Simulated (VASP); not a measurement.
The system is Sr2Hf2W.

```xyz
5
Lattice="3.8024 0.0000 0.0000 -1.9012 3.2930 0.0000 0.0000 0.0000 13.9125" Properties=species:S:1:pos:R:3 pbc="T T T"
Sr    0.0000    0.0000    0.0000
Sr    0.0000    2.1953   10.3311
Hf    0.0000    0.0000    4.8911
Hf    1.9012    1.0977    7.3108
W     0.0000    2.1953    2.7598
```

The cell was generated, and may not be a known phase.

- Program: VASP 6.6.1
- Task: relaxation of cell and atoms
- Functional: PBE
- Potentials or basis: VASP PAW PBE potentials, release 64 (Sr_sv, Hf_pv, W_sv)
- Cutoff: 600 eV
- k mesh: 6 × 6 × 2
- Occupations: gaussian, width 0.1 eV
- Spin: no spin polarisation

At the start: pressure -9.4 GPa; volume 34.84 Å³/atom.

Where does the relaxation end?

Over 13 steps the energy falls by 335.1 meV/atom and the volume is 27.61 Å³/atom (-20.8 %); space group P3m1 (No. 156, to 0.1 Å) before and after.

The path:
```csv
step,energy change (eV),largest force (eV/Å),pressure (GPa),volume (Å³)
1,0.0000,1.8618,-9.38,174.20
2,-1.3651,1.2567,5.22,127.66
3,-1.5129,0.5937,0.29,136.68
4,-1.6181,0.4065,0.48,135.91
5,-1.6543,0.2545,0.77,135.00
6,-1.6601,0.2304,-0.60,137.85
7,-1.6617,0.2298,-0.19,136.93
8,-1.6679,0.1714,-0.13,137.15
9,-1.6724,0.0602,-0.01,137.60
10,-1.6750,0.0287,0.10,137.68
11,-1.6753,0.0624,0.13,137.72
12,-1.6752,0.0867,-0.19,138.47
13,-1.6756,0.0374,-0.03,138.05
```

Final structure:
```xyz
5
Lattice="3.4178 0.0000 0.0000 -1.7089 2.9599 0.0000 0.0000 0.0000 13.6465" Properties=species:S:1:pos:R:3 pbc="T T T"
Sr    0.0000    0.0000    0.1781
Sr    0.0000    1.9732   10.1106
Hf    0.0000    0.0000    4.6619
Hf    1.7089    0.9866    7.1174
W     0.0000    1.9732    2.7413
```

Caveat: the volume moved by over 15 % at a fixed basis, so the end points are rough.
